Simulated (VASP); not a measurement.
# Hf (Fm-3m) in VASP: further runs

Runs on Hf. Level: LDA. Tasks: single point.

Program: VASP 6.6.1. These are calculated values, not measurements. Logs are shortened: lines on timing, memory, paths and dates and some standing lists are left out, and cuts for length are marked.

## 1. The cell of the first run

The structure is cubic, space group Fm-3m (No. 225). Conventional cell: a = 4.440 Å, b = 4.440 Å, c = 4.440 Å, α = 90.00°, β = 90.00°, γ = 90.00°. Hf (site symmetry m-3m) has 12 Hf at 3.14 Å within 4.1 Å.

## 2. Single point, LDA

Contents of INCAR:

```
ALGO     = Normal         # electronic algorithm
EDIFF    = 1E-6           # SCF threshold, eV
ENCUT    = 500            # plane-wave cutoff, eV
GGA      = CA             # functional
GGA_COMPAT= False        
ISIF     = 2              # what is computed and relaxed
ISMEAR   = 0              # smearing method
LASPH    = True           # aspherical terms in the spheres
LCHARG   = False          # write CHGCAR
LREAL    = False          # projectors in reciprocal space
LWAVE    = False          # write WAVECAR
NBANDS   = 11             # bands
NELM     = 120            # most SCF steps
PREC     = Accurate       # precision mode
SIGMA    = 0.1            # smearing width, eV
```

Contents of KPOINTS:

```
k-points
0
Gamma
  8 8 8
```

Contents of POSCAR:

```
Hf
1.0
    0.0000000000      2.2200000000      2.2200000000
    2.2200000000      0.0000000000      2.2200000000
    2.2200000000      2.2200000000      0.0000000000
Hf
1
Direct
    0.0000000000      0.0000000000      0.0000000000
```

Potentials or basis: VASP PAW LDA potentials, release 64 (Hf_pv).

The run is started by

```sh
$ cat potpaw_LDA.64/Hf_pv/POTCAR > POTCAR
$ mpirun -np 1 vasp_std > vasp.out
```

OUTCAR:

```text
EDIFF = 1E-6
   ENCUT = 500
   GGA = CA
   ISIF = 2
   ISMEAR = 0
   LASPH = True
   LREAL = False
   NELM = 120
   PREC = Accurate

 ion  position               nearest neighbor table
   1  0.000  0.000  0.000-

  LATTYP: Found a face centered cubic cell.
 ALAT       =     4.4400000000

  Lattice vectors:

 A1 = (   0.0000000000,   2.2200000000,   2.2200000000)
 A2 = (   2.2200000000,   0.0000000000,   2.2200000000)
 A3 = (   2.2200000000,   2.2200000000,   0.0000000000)

Analysis of symmetry for initial positions (statically):
=====================================================================
 Subroutine PRICEL returns:
 Original cell was already a primitive cell.

 Routine SETGRP: Setting up the symmetry group for a
 face centered cubic supercell.

 Subroutine GETGRP returns: Found 48 space group operations
 (whereof 48 operations were pure point group operations)
 out of a pool of 48 trial point group operations.

The static configuration has the point symmetry O_h .

Analysis of symmetry for dynamics (positions and initial velocities):
=====================================================================
 Subroutine PRICEL returns:
 Original cell was already a primitive cell.

 Routine SETGRP: Setting up the symmetry group for a
 face centered cubic supercell.

 Subroutine GETGRP returns: Found 48 space group operations
 (whereof 48 operations were pure point group operations)
 out of a pool of 48 trial point group operations.

The dynamic configuration has the point symmetry O_h .

 Subroutine INISYM returns: Found 48 space group operations
 (whereof 48 operations are pure point group operations),
 and found     1 'primitive' translations

----------------------------------------------------------------------------------------

                                     Primitive cell

  volume of cell :      21.8821

  direct lattice vectors                    reciprocal lattice vectors
     0.000000000  2.220000000  2.220000000    -0.225225225  0.225225225  0.225225225
     2.220000000  0.000000000  2.220000000     0.225225225 -0.225225225  0.225225225
     2.220000000  2.220000000  0.000000000     0.225225225  0.225225225 -0.225225225

  length of vectors
     3.139554108  3.139554108  3.139554108     0.390101533  0.390101533  0.390101533

  position of ions in fractional coordinates (direct lattice)
     0.000000000  0.000000000  0.000000000

  ion indices of the primitive-cell ions
   primitive index   ion index
                 1           1

----------------------------------------------------------------------------------------

 KPOINTS: k-points

Automatic generation of k-mesh.
 Grid dimensions read from file:
 generate k-points for:    8    8    8

 Generating k-lattice:

  Cartesian coordinates                     Fractional coordinates (reciprocal lattice)
    -0.028153153  0.028153153  0.028153153     0.125000000  0.000000000  0.000000000
     0.028153153 -0.028153153  0.028153153     0.000000000  0.125000000  0.000000000
     0.028153153  0.028153153 -0.028153153     0.000000000  0.000000000  0.125000000

  Length of vectors
     0.048762692  0.048762692  0.048762692

  Shift w.r.t. Gamma in fractional coordinates (k-lattice)
     0.000000000  0.000000000  0.000000000

 Subroutine IBZKPT returns following result:
 ===========================================

 Found     29 irreducible k-points:

 Following reciprocal coordinates:
            Coordinates               Weight
  0.000000  0.000000  0.000000      1.000000
  0.125000  0.000000  0.000000      8.000000
  0.250000  0.000000  0.000000      8.000000
  0.375000  0.000000  0.000000      8.000000
  0.500000  0.000000  0.000000      4.000000
  0.125000  0.125000  0.000000      6.000000
[... 16 lines left out ...]
  0.500000  0.250000  0.125000     48.000000
 -0.375000  0.250000  0.125000     24.000000
 [... further k-points ...]
   k-points           NKPTS =     29   k-points in BZ     NKDIM =     29   number of bands    NBANDS=     11
   number of dos      NEDOS =    301   number of ions     NIONS =      1
   total plane-waves  NPLWV =  13824
   dimension x,y,z NGX =    24 NGY =   24 NGZ =   24
   dimension x,y,z NGXF=    48 NGYF=   48 NGZF=   48
   ions per type =               1
   NGX,Y,Z   is equivalent  to a cutoff of  12.71, 12.71, 12.71 a.u.
   NGXF,Y,Z  is equivalent  to a cutoff of  25.42, 25.42, 25.42 a.u.
 SYSTEM =  unknown system
   PREC   = accura    normal or accurate (medium, high low for compatibility)
   ISTART =      0    job   : 0-new  1-cont  2-samecut
   ICHARG =      2    charge: 1-file 2-atom 10-const
   ISPIN  =      1    spin polarized calculation?
   LNONCOLLINEAR =      F non collinear calculations
   LSORBIT =      F    spin-orbit coupling
   LASPH  =      T    aspherical Exc in radial PAW
   ENCUT  =  500.0 eV  36.75 Ry    6.06 a.u.   5.72  5.72  5.72*2*pi/ulx,y,z
   NELM   =    120;   NELMIN=  2; NELMDL= -5     # of ELM steps
   EDIFF  = 0.1E-05   stopping-criterion for ELM
   LREAL  =      F    real-space projection
   EDIFFG = 0.1E-04   stopping-criterion for IOM
   NSW    =      0    number of steps for IOM
   IBRION =     -1    ionic relax: 0-MD 1-quasi-New 2-CG
   NFREE  =      0    steps in history (QN), initial steepest desc. (CG)
   ISIF   =      2    stress and relaxation
   ISYM   =      2    0-nonsym 1-usesym 2-fastsym
   POTIM  = 0.5000    time-step for ionic-motion
   TEBEG  =    0.0;   TEEND  =   0.0 temperature during run
   PSTRESS=    0.0 pullay stress
   NELECT =      10.0000    total number of electrons
   NUPDOWN=      -1.0000    fix difference up-down
   EMIN   =  10.00;   EMAX   =-10.00  energy-range for DOS
   EFERMI =   0.00;   METHOD = LEGACY
   ISMEAR =     0;   SIGMA  =   0.10  broadening in eV -4-tet -1-fermi 0-gaus
   EFERMI_NEDOS =   21; number of points for ismear=-14 and -15
   IALGO  =     38    algorithm
   IMIX   =      4    mixing-type and parameters
     AMIX     =   0.40;   BMIX     =  1.00
     AMIX_MAG =   1.60;   BMIX_MAG =  1.00
  volume/ion in A,a.u.               =      21.88       147.67
  Fermi-wavevector in a.u.,A,eV,Ry     =   1.260991  2.382927 21.634588  1.590097
  Thomas-Fermi vector in A             =   2.394472
   LORBIT       =      0    0 simple, 1 ext, 2 COOP (PROOUT), +10 PAW based schemes
   GGA     = CA    functional components
   LHFCALC =     F    Hartree Fock is set to
   AEXX    =    0.0000 exact exchange contribution
   IVDW    =     0    specifies the selected vdW correction
   LEPSILON=     F    determine dielectric tensor
   LRPA    =     F    only Hartree local field effects (RPA)
 non-spin polarized calculation
 Gauss-broadening in eV      SIGMA  =   0.10
  energy-cutoff  :      500.00
  volume of cell :       21.88
 maximum number of plane-waves:       568
   NGX = 11   NGY = 11   NGZ = 11

 number of electron      10.0000000 magnetization

 Free energy of the ion-electron system (eV)
  ---------------------------------------------------
  ext. energy  EPLUGINS =         0.00000000
  ---------------------------------------------------
  free energy    TOTEN  =       -10.60193608 eV

  energy without entropy =      -10.59220562  energy(sigma->0) =      -10.59707085

 E-fermi :   4.7906     XC(G=0): -11.5726

 val. band max:        4.7762320731   @ k =  -0.3750   0.1250   0.0000
 cond. band min:       4.8168849219   @ k =   0.5000   0.2500   0.1250
 fundamental gap:      0.0406528489
 Fermi energy:         4.7905600446

 k-point     1 :       0.0000    0.0000    0.0000
  band No.  band energies     occupation
      1     -25.0074      2.00000
      2     -25.0074      2.00000
      3     -25.0074      2.00000
      4      -2.4496      2.00000
      5       6.1068      0.00000
      6       6.1068      0.00000
      7       6.1068      0.00000
      8       8.9390      0.00000
      9       8.9390      0.00000
     10      16.2620      0.00000
     11      16.9631      0.00000

 k-point     2 :       0.1250    0.0000    0.0000
  band No.  band energies     occupation
      1     -25.1466      2.00000
      2     -25.0250      2.00000
      3     -25.0250      2.00000
      4      -1.9000      2.00000
      5       5.6137      0.00000
      6       6.3441      0.00000
      7       6.3441      0.00000
      8       8.7089      0.00000
      9       8.7089      0.00000
     10      16.9618      0.00000
     11      17.3507      0.00000

 k-point     3 :       0.2500    0.0000    0.0000
  band No.  band energies     occupation
      1     -25.4702      2.00000
      2     -25.0672      2.00000
      3     -25.0672      2.00000
      4      -0.5270      2.00000
      5       4.8720      0.24944
      6       6.4672      0.00000
      7       6.4672      0.00000
      8       8.9450      0.00000
      9       8.9450      0.00000
     10      16.3220      0.00000
     11      16.9687      0.00000

 k-point     4 :       0.3750    0.0000    0.0000
  band No.  band energies     occupation
      1     -25.7778      2.00000
      2     -25.1089      2.00000
      3     -25.1089      2.00000
      4       0.7275      2.00000
      5       4.9904      0.00472
      6       6.0776      0.00000
      7       6.0776      0.00000
      8      10.2659      0.00000
      9      10.2659      0.00000
     10      14.9374      0.00000
     11      16.9556      0.00000
[... 239 lines left out ...]
 k-point    22 :       0.3750    0.2500    0.1250
  band No.  band energies     occupation
      1     -25.5460      2.00000
      2     -25.2335      2.00000
      3     -25.1226      2.00000
      4       0.6431      2.00000
      5       4.1246      2.00000
      6       5.5712      0.00000
      7       7.7590      0.00000
      8       7.9630      0.00000
      9      10.6838      0.00000
     10      16.9493      0.00000
     11      17.7766      0.00000

 k-point    23 :       0.5000    0.2500    0.1250
  band No.  band energies     occupation
      1     -25.7097      2.00000
      2     -25.3325      2.00000
      3     -25.1737      2.00000
      4       1.9944      2.00000
      5       4.0754      2.00000
      6       4.8169      0.70968
      7       7.3551      0.00000
      8       9.5878      0.00000
      9      12.0472      0.00000
     10      15.2030      0.00000
     11      16.9739      0.00000

 k-point    24 :      -0.3750    0.2500    0.1250
  band No.  band energies     occupation
      1     -25.7792      2.00000
      2     -25.3637      2.00000
      3     -25.2013      2.00000
      4       2.4639      2.00000
      5       3.9149      2.00000
      6       5.1865      0.00000
      7       7.0899      0.00000
      8      10.5212      0.00000
      9      12.7270      0.00000
     10      13.3565      0.00000
     11      16.9697      0.00000

 [... further k-points ...]
[... 5 lines left out ...]
  --------------------------------------------------------------------------------------
  -------------------------------------------------------------------------------------
  Total       -0.8207036     -0.8207036     -0.8207036      0.0000000      0.0000000      0.0000000
  in kB      -60.0908042    -60.0908042    -60.0908042      0.0000000      0.0000000      0.0000000
  external PRESSURE =     -60.0908042 kB  Pullay stress =       0.0000000 kB

 VOLUME and BASIS-vectors are now :
 -----------------------------------------------------------------------------
  energy-cutoff  :      500.00
  volume of cell :       21.88
      direct lattice vectors                 reciprocal lattice vectors
     0.000000000  2.220000000  2.220000000    -0.225225225  0.225225225  0.225225225
     2.220000000  0.000000000  2.220000000     0.225225225 -0.225225225  0.225225225
     2.220000000  2.220000000  0.000000000     0.225225225  0.225225225 -0.225225225

 POSITION                                       TOTAL-FORCE (eV/Angst)
 -----------------------------------------------------------------------------------
      0.00000      0.00000      0.00000         0.000000      0.000000     -0.000000
 -----------------------------------------------------------------------------------
    total drift:                                0.000000     -0.000000     -0.000000

  FREE ENERGIE OF THE ION-ELECTRON SYSTEM (eV)
  ---------------------------------------------------
  free  energy   TOTEN  =       -10.6019360782 eV

  energy  without entropy=      -10.5922056243  energy(sigma->0) =      -10.59707085
```

It took 14 s on 1 thread of Intel Xeon 8259CL, shared host; peak memory 0.13 GiB.

Results:

```yaml
Free_energy: -10.6019 eV
Pressure: -6.0 GPa
Band_gap_on_the_k_mesh: zero (band 5 reaches 6.11 eV, above the bottom of band 6 at 4.38 eV)
```

Caveat: spin-orbit coupling is left out, which moves the levels of the heavy elements.

(Continued in part 2 of 2.)
